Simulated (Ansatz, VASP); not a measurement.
**Two plane-wave programs on PbF2**

Contents of POSCAR:

```
PbF2
1.0
    0.0000000000      2.9802742427      2.9802742427
    2.9802742427      0.0000000000      2.9802742427
    2.9802742427      2.9802742427      0.0000000000
Pb F
1 2
Direct
    0.0000000000      0.0000000000      0.0000000000
    0.2500000000      0.2500000000      0.2500000000
    0.7500000000      0.7500000000      0.7500000000
```

Contents of INCAR.step1:

```
PREC = Accurate ; ENCUT = 520
EDIFF = 1E-5 ; ISMEAR = 0
SIGMA = 0.01 ; LREAL = False
LASPH = True ; NELM = 120
ALGO = Normal ; ISIF = 2
LWAVE = True ; LCHARG = False
NBANDS = 21 ; GGA = PE
GGA_COMPAT = False ; KPAR = 4
```

Contents of INCAR.step2:

```
PREC = Accurate ; ENCUT = 520
EDIFF = 1E-6 ; ISMEAR = 0
SIGMA = 0.01 ; LREAL = False
LASPH = True ; NELM = 120
ALGO = Normal ; ISIF = 2
LWAVE = False ; LCHARG = False
GGA = PE ; LHFCALC = True
HFSCREEN = 0.2079 ; PRECFOCK = Normal
NBANDS = 21 ; ISTART = 1
GGA_COMPAT = False ; KPAR = 4
```

Contents of KPOINTS:

```
regular mesh
0
Gamma
  6 6 6
```

Input for Ansatz:

```yaml
crystal:
  lattice:
    - [0.0, 2.9802742427, 2.9802742427]
    - [2.9802742427, 0.0, 2.9802742427]
    - [2.9802742427, 2.9802742427, 0.0]
  atoms:
    - { symbol: Pb, position: [0.0, 0.0, 0.0] }
    - { symbol: F, position: [0.25, 0.25, 0.25] }
    - { symbol: F, position: [0.75, 0.75, 0.75] }
kpoints:
  mp_grid: { grid: [6, 6, 6] }
  band_path:
    path:
      - [0.0, 0.0, 0.0]
      - [0.5, 0.0, 0.5]
      - [0.625, 0.25, 0.625]
      - [0.375, 0.375, 0.75]
      - [0.5, 0.5, 0.5]
      - [0.5, 0.25, 0.75]
      - [0.25, -0.5, -0.25]
      - [0.0, 0.5, 0.5]
    npoints: 1
hamiltonian:
  xc: hse06
scf:
  occupations: { method: fixed }
  n_extra_bands: 4
output:
  forces: true
  stress: true
  eigenvalues: true
```

Change from the starting cell: hydrostatic strain +1.2%.

Alike in both runs: task single point; functional HSE06; k mesh 6 × 6 × 6; no spin polarisation.

|  | VASP | Ansatz |
| --- | --- | --- |
| version | VASP 6.6.1 | Ansatz 0.2.0 |
| potentials or method | VASP PAW PBE potentials, release 64 (Pb_d, F) | plane waves, PAW |
| plane-wave cutoff (eV) | 520 | 420 |
| occupations | gaussian, width 0.01 eV | fixed |
| valence electrons in the cell | 28 | 28 |

Ansatz gave:

| Quantity | Value |
| --- | --- |
| gap on the k mesh at the Fermi level (eV) | 5.78 |
| pressure (GPa) | -0.3 |

Q: What did VASP give for the same quantities?

A: gap on the k mesh at the Fermi level (eV): 5.77; pressure (GPa): -0.4.

Ansatz's warnings: stress exchange threshold loose, stress scf threshold loose.

Spin-orbit coupling is off throughout.
